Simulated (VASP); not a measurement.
## Sb: single point with PBE

Crystal: Sb.

```xyz
2
Lattice="4.2802 0.0000 0.0000 0.0000 4.2767 0.0000 0.0000 0.0000 3.2880" Properties=species:S:1:pos:R:3 pbc="T T T"
Sb    2.1401    0.0000    3.0800
Sb    0.0000    2.1383    0.2080
```

```json
{
 "Program": "VASP 6.6.1",
 "Task": "single point",
 "Functional": "PBE",
 "Potentials or basis": "VASP PAW PBE potentials, release 64 (Sb)",
 "Cutoff": "520 eV",
 "k mesh": "6 × 6 × 4",
 "Occupations": "gaussian, width 0.1 eV",
 "Spin": "no spin polarisation",
 "Dipole correction": "no",
 "Further INCAR settings": "ALGO = Normal; EDIFF = 1e-07; NBANDS = 12"
}
```

```yaml
Pressure: -0.2 GPa
Largest_force: 0.009 eV/Å
Band_gap_on_the_k_mesh: zero (band 5 reaches 11.06 eV, above the bottom of band 6 at 3.95 eV)
```

Forces on the atoms (eV/Å):
```
Sb   0.000  0.000  0.009
Sb   0.000  0.000 -0.009
```

Stress tensor (GPa, compression positive):
```
-0.36  0.00  0.00
 0.00 -0.32  0.00
 0.00  0.00 -0.03
```

Levels at points of the mesh, in eV from the Fermi level:
| k point | band 1 | band 2 | band 3 | band 4 | band 5 | band 6 | band 7 | band 8 | band 9 | band 10 |
| --- | --- | --- | --- | --- | --- | --- | --- | --- | --- | --- |
| (0.00, 0.00, 0.00) | -12.10 | -6.47 | -3.08 | -3.07 | 2.32 | 2.59 | 4.19 | 4.19 | 4.59 | 7.71 |
| (0.50, 0.00, 0.00) | -10.18 | -10.18 | -0.76 | -0.76 | -0.20 | -0.20 | 3.84 | 3.84 | 7.83 | 7.83 |
| (0.00, 0.50, 0.00) | -10.18 | -10.18 | -0.76 | -0.76 | -0.21 | -0.21 | 3.84 | 3.84 | 7.83 | 7.83 |
| (0.50, 0.50, 0.00) | -9.38 | -9.38 | -5.32 | -5.32 | 4.27 | 4.27 | 6.30 | 6.30 | 8.92 | 8.92 |
| (0.00, 0.00, 0.50) | -10.27 | -5.75 | -3.77 | -1.58 | -1.57 | -0.63 | 4.30 | 4.31 | 4.74 | 6.67 |
| (0.50, 0.00, 0.50) | -8.35 | -8.35 | -3.50 | -3.50 | 0.74 | 0.74 | 1.80 | 1.80 | 6.15 | 6.15 |
| (0.00, 0.50, 0.50) | -8.35 | -8.35 | -3.50 | -3.50 | 0.74 | 0.74 | 1.79 | 1.79 | 6.14 | 6.14 |
| (0.50, 0.50, 0.50) | -7.49 | -7.49 | -3.70 | -3.70 | -2.84 | -2.84 | 1.97 | 1.97 | 8.45 | 8.45 |

Run time: 20 s on 1 thread of Intel(R) Xeon(R) Platinum 8488C (Sapphire Rapids), on a shared host, peak memory 0.17 GiB.

Caveat: the k points lie up to 0.48 Å⁻¹ apart; spin-orbit coupling is left out, which moves the levels of the heavy elements.
